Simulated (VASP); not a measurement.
# Hg (R-3m) in VASP: further runs

The runs below take Hg through single point, with PBE.

Program: VASP 6.6.1. These are calculated values, not measurements. Logs are shortened: lines on timing, memory, paths and dates and some standing lists are left out, and cuts for length are marked.

### 1 The cell of the first run

It takes space group R-3m (No. 166, trigonal). Conventional cell: a = 4.157 Å, b = 4.157 Å, c = 5.924 Å, α = 90.00°, β = 90.00°, γ = 120.00°. Hg (site symmetry -3m) has 6 Hg at 3.11 Å within 4.1 Å.

### 2 Single point, PBE

INCAR

```
PREC = Accurate ; ENCUT = 520
EDIFF = 1E-7 ; ISMEAR = -1
SIGMA = 0.1 ; LREAL = F
LASPH = T ; NELM = 60
ALGO = Normal ; ISIF = 2
LWAVE = F ; LCHARG = F
GGA = PE ; NBANDS = 12
```

KPOINTS

```
Automatic mesh
0
Gamma
  2 2 2
```

POSCAR

```
Hg
1.0
    2.0783995336      1.1999645302      1.9747385792
   -2.0783995336      1.1999645302      1.9747385792
    0.0000000000     -2.3999290604      1.9747385791
Hg
1
Direct
    0.0000000000      1.0000000000      0.0000000000
```

Potentials or basis: VASP PAW PBE potentials, release 64 (Hg).

Started as:

```sh
$ cat potpaw_PBE.64/Hg/POTCAR > POTCAR
$ mpirun -np 1 vasp_std > vasp.out
```

OUTCAR:

```text
PREC = Accurate
   ENCUT = 520
   EDIFF = 1E-7
   ISMEAR = -1
   LREAL = F
   LASPH = T
   NELM = 60
   ISIF = 2
   GGA = PE

 ion  position               nearest neighbor table
   1  0.000  0.000  0.000-

  LATTYP: Found a trigonal (rhomboedric) cell.
 ALAT       =     3.1079337109
 COS(alpha) =     0.1055736732

  Lattice vectors:

 A1 = (   2.0783995336,   1.1999645302,   1.9747385792)
 A2 = (  -2.0783995336,   1.1999645302,   1.9747385792)
 A3 = (   0.0000000000,  -2.3999290604,   1.9747385791)

Analysis of symmetry for initial positions (statically):
=====================================================================
 Subroutine PRICEL returns:
 Original cell was already a primitive cell.

 Routine SETGRP: Setting up the symmetry group for a
 trigonal (rhombohedral) supercell.

 Subroutine GETGRP returns: Found 12 space group operations
 (whereof 12 operations were pure point group operations)
 out of a pool of 12 trial point group operations.

The static configuration has the point symmetry D_3d.

Analysis of symmetry for dynamics (positions and initial velocities):
=====================================================================
 Subroutine PRICEL returns:
 Original cell was already a primitive cell.

 Routine SETGRP: Setting up the symmetry group for a
 trigonal (rhombohedral) supercell.

 Subroutine GETGRP returns: Found 12 space group operations
 (whereof 12 operations were pure point group operations)
 out of a pool of 12 trial point group operations.

The dynamic configuration has the point symmetry D_3d.

 Subroutine INISYM returns: Found 12 space group operations
 (whereof 12 operations are pure point group operations),
 and found     1 'primitive' translations

----------------------------------------------------------------------------------------

                                     Primitive cell

  volume of cell :      29.5501

  direct lattice vectors                    reciprocal lattice vectors
     2.078399534  1.199964530  1.974738579     0.240569723  0.138892994  0.168798714
    -2.078399534  1.199964530  1.974738579    -0.240569723  0.138892994  0.168798714
     0.000000000 -2.399929060  1.974738579     0.000000000 -0.277785989  0.168798714

  length of vectors
     3.107933711  3.107933711  3.107933711     0.325050860  0.325050860  0.325050860

  position of ions in fractional coordinates (direct lattice)
     0.000000000  0.000000000  0.000000000

  ion indices of the primitive-cell ions
   primitive index   ion index
                 1           1

----------------------------------------------------------------------------------------

 KPOINTS: Automatic mesh

Automatic generation of k-mesh.
 Grid dimensions read from file:
 generate k-points for:    2    2    2

 Generating k-lattice:

  Cartesian coordinates                     Fractional coordinates (reciprocal lattice)
     0.120284861  0.069446497  0.084399357     0.500000000  0.000000000  0.000000000
    -0.120284861  0.069446497  0.084399357     0.000000000  0.500000000  0.000000000
     0.000000000 -0.138892994  0.084399357     0.000000000  0.000000000  0.500000000

  Length of vectors
     0.162525430  0.162525430  0.162525430

  Shift w.r.t. Gamma in fractional coordinates (k-lattice)
     0.000000000  0.000000000  0.000000000

 Subroutine IBZKPT returns following result:
 ===========================================

 Found      4 irreducible k-points:

 Following reciprocal coordinates:
            Coordinates               Weight
  0.000000  0.000000  0.000000      1.000000
  0.500000 -0.000000  0.000000      3.000000
  0.500000  0.500000  0.000000      3.000000
  0.500000  0.500000  0.500000      1.000000
   k-points           NKPTS =      4   k-points in BZ     NKDIM =      4   number of bands    NBANDS=     12
   number of dos      NEDOS =    301   number of ions     NIONS =      1
   total plane-waves  NPLWV =  13824
   dimension x,y,z NGX =    24 NGY =   24 NGZ =   24
   dimension x,y,z NGXF=    48 NGYF=   48 NGZF=   48
   ions per type =               1
   NGX,Y,Z   is equivalent  to a cutoff of  12.84, 12.84, 12.84 a.u.
   NGXF,Y,Z  is equivalent  to a cutoff of  25.68, 25.68, 25.68 a.u.
 SYSTEM =  unknown system
   PREC   = accura    normal or accurate (medium, high low for compatibility)
   ISTART =      0    job   : 0-new  1-cont  2-samecut
   ICHARG =      2    charge: 1-file 2-atom 10-const
   ISPIN  =      1    spin polarized calculation?
   LNONCOLLINEAR =      F non collinear calculations
   LSORBIT =      F    spin-orbit coupling
   LASPH  =      T    aspherical Exc in radial PAW
   ENCUT  =  520.0 eV  38.22 Ry    6.18 a.u.   5.78  5.78  5.78*2*pi/ulx,y,z
   NELM   =     60;   NELMIN=  2; NELMDL= -5     # of ELM steps
   EDIFF  = 0.1E-06   stopping-criterion for ELM
   LREAL  =      F    real-space projection
   EDIFFG = 0.1E-05   stopping-criterion for IOM
   NSW    =      0    number of steps for IOM
   IBRION =     -1    ionic relax: 0-MD 1-quasi-New 2-CG
   NFREE  =      0    steps in history (QN), initial steepest desc. (CG)
   ISIF   =      2    stress and relaxation
   ISYM   =      2    0-nonsym 1-usesym 2-fastsym
   POTIM  = 0.5000    time-step for ionic-motion
   TEBEG  =    0.0;   TEEND  =   0.0 temperature during run
   PSTRESS=    0.0 pullay stress
   NELECT =      12.0000    total number of electrons
   NUPDOWN=      -1.0000    fix difference up-down
   EMIN   =  10.00;   EMAX   =-10.00  energy-range for DOS
   EFERMI =   0.00;   METHOD = LEGACY
   ISMEAR =    -1;   SIGMA  =   0.10  broadening in eV -4-tet -1-fermi 0-gaus
   EFERMI_NEDOS =   21; number of points for ismear=-14 and -15
   IALGO  =     38    algorithm
   IMIX   =      4    mixing-type and parameters
     AMIX     =   0.40;   BMIX     =  1.00
     AMIX_MAG =   1.60;   BMIX_MAG =  1.00
  volume/ion in A,a.u.               =      29.55       199.41
  Fermi-wavevector in a.u.,A,eV,Ry     =   1.212316  2.290945 19.996617  1.469710
  Thomas-Fermi vector in A             =   2.347804
   LORBIT       =      0    0 simple, 1 ext, 2 COOP (PROOUT), +10 PAW based schemes
   GGA     = PE    functional components
   LHFCALC =     F    Hartree Fock is set to
   AEXX    =    0.0000 exact exchange contribution
   IVDW    =     0    specifies the selected vdW correction
   LEPSILON=     F    determine dielectric tensor
   LRPA    =     F    only Hartree local field effects (RPA)
 non-spin polarized calculation
  energy-cutoff  :      520.00
  volume of cell :       29.55
 maximum number of plane-waves:       811
 NGX is ok and might be reduce to    24
   NGX = 11   NGY = 11   NGZ = 11

 number of electron      12.0000000 magnetization

 Free energy of the ion-electron system (eV)
  ---------------------------------------------------
  ext. energy  EPLUGINS =         0.00000000
  ---------------------------------------------------
  free energy    TOTEN  =         1.32478455 eV

  energy without entropy =        1.37260584  energy(sigma->0) =        1.34869520

 E-fermi :   1.3084     XC(G=0):  -9.6909

 val. band max:       -0.1096939760   @ k =   0.5000  -0.0000   0.0000
 cond. band min:       1.3778043869   @ k =   0.5000   0.5000   0.0000
 fundamental gap:      1.4874983629
 Fermi energy:         1.3084374873

 k-point     1 :       0.0000    0.0000    0.0000
  band No.  band energies     occupation
      1      -6.5106      2.00000
      2      -6.2977      2.00000
      3      -6.2977      2.00000
      4      -4.6410      2.00000
      5      -4.6410      2.00000
      6      -4.6363      2.00000
      7      10.9053      0.00000
      8      10.9053      0.00000
      9      11.0678      0.00000
     10      13.9640      0.00000
     11      15.9053      0.00000
     12      15.9053      0.00000

 k-point     2 :       0.5000   -0.0000    0.0000
  band No.  band energies     occupation
      1      -6.1820      2.00000
      2      -6.0472      2.00000
      3      -5.1188      2.00000
      4      -5.0456      2.00000
      5      -4.6010      2.00000
      6      -1.6428      2.00000
      7      -0.1097      2.00000
      8      13.4181      0.00000
      9      13.4536      0.00000
     10      16.4663      0.00000
     11      16.8986      0.00000
     12      17.3970      0.00000

 k-point     3 :       0.5000    0.5000    0.0000
  band No.  band energies     occupation
      1      -6.0877      2.00000
      2      -6.0025      2.00000
      3      -5.0361      2.00000
      4      -4.9905      2.00000
      5      -4.1404      2.00000
      6       1.3778      0.66643
      7       2.2141      0.00023
      8       3.6236      0.00000
      9       8.4167      0.00000
     10      15.2138      0.00000
     11      19.1584      0.00000
     12      19.6387      0.00000

 k-point     4 :       0.5000    0.5000    0.5000
  band No.  band energies     occupation
      1      -6.0208      2.00000
      2      -5.7910      2.00000
      3      -5.7910      2.00000
      4      -4.1205      2.00000
      5      -4.1205      2.00000
      6       4.1732      0.00000
      7       4.4418      0.00000
      8       6.6959      0.00000
      9       6.6959      0.00000
     10      10.1354      0.00000
     11      11.2185      0.00000
     12      12.7048      0.00000

------------------------ aborting loop because EDIFF is reached ----------------------------------------

  FORCE on cell =-STRESS in cart. coord.  units (eV):
  Direction    XX          YY          ZZ          XY          YZ          ZX
  --------------------------------------------------------------------------------------
  -------------------------------------------------------------------------------------
  Total        1.1539897      1.1539897      0.9857632      0.0000000      0.0000000      0.0000000
  in kB       62.5682790     62.5682790     53.4471892      0.0000000      0.0000000      0.0000000
  external PRESSURE =      59.5279158 kB  Pullay stress =       0.0000000 kB

 VOLUME and BASIS-vectors are now :
 -----------------------------------------------------------------------------
  energy-cutoff  :      520.00
  volume of cell :       29.55
      direct lattice vectors                 reciprocal lattice vectors
     2.078399534  1.199964530  1.974738579     0.240569723  0.138892994  0.168798714
    -2.078399534  1.199964530  1.974738579    -0.240569723  0.138892994  0.168798714
     0.000000000 -2.399929060  1.974738579     0.000000000 -0.277785989  0.168798714

 POSITION                                       TOTAL-FORCE (eV/Angst)
 -----------------------------------------------------------------------------------
      0.00000      0.00000      0.00000         0.000000      0.000000      0.000000
 -----------------------------------------------------------------------------------
    total drift:                                0.000000      0.000000      0.000000

  FREE ENERGIE OF THE ION-ELECTRON SYSTEM (eV)
  ---------------------------------------------------
  free  energy   TOTEN  =         1.3247845467 eV

  energy  without entropy=        1.3726058439  energy(sigma->0) =        1.34869520
```

It took 1.8 s on 1 thread of Intel Xeon 6975P-C (Granite Rapids), shared host; peak memory 0.12 GiB.

Results:

```yaml
Free_energy: 1.3248 eV
Pressure: 6.0 GPa
Band_gap_on_the_k_mesh: zero (band 6 reaches 4.17 eV, above the bottom of band 7 at -0.11 eV)
```

Stress tensor (GPa, compression positive):
```
6.26 0.00 0.00
0.00 6.26 0.00
0.00 0.00 5.34
```

Levels at points of the mesh, in eV from the Fermi level:
```csv
k point,band 2,band 3,band 4,band 5,band 6,band 7,band 8,band 9
"(0.00, 0.00, 0.00)",-7.61,-7.61,-5.95,-5.95,-5.94,9.60,9.60,9.76
"(0.50, 0.00, 0.00)",-7.36,-6.43,-6.35,-5.91,-2.95,-1.42,12.11,12.15
"(0.50, 0.50, 0.00)",-7.31,-6.34,-6.30,-5.45,0.07,0.91,2.32,7.11
"(0.50, 0.50, 0.50)",-7.10,-7.10,-5.43,-5.43,2.86,3.13,5.39,5.39
```

Caveat: the k points lie up to 1.02 Å⁻¹ apart; spin-orbit coupling is left out, which moves the levels of the heavy elements.

### 3 Single point, PBE

INCAR

```
SYSTEM = Hg
  PREC = Accurate
  ENCUT = 520
  EDIFF = 1E-6
  ISMEAR = -1
  SIGMA = 0.1
  LREAL = .False.
  LASPH = .True.
  NELM = 80
  ALGO = Normal
  ISIF = 2
  LWAVE = .False.
  LCHARG = .False.
  GGA = PE
  NBANDS = 12
```

KPOINTS

```
Automatic mesh
0
Gamma
  3 3 3
  0 0 0
```

POSCAR is that of step 2.

Potentials or basis: VASP PAW PBE potentials, release 64 (Hg).

Started as:

```sh
$ cat potpaw_PBE.64/Hg/POTCAR > POTCAR
$ mpirun -np 1 vasp_std > vasp.out
```

It took 2.2 s on 1 thread of Intel Xeon 6975P-C (Granite Rapids), shared host; peak memory 0.13 GiB.

The run converged, but its numbers aren't listed here, since they failed a check.

Caveat: the k points lie up to 0.68 Å⁻¹ apart; the mesh shows a gap though the element is a metal; spin-orbit coupling is left out, which moves the levels of the heavy elements.

(Part 1 of 2 ends here.)
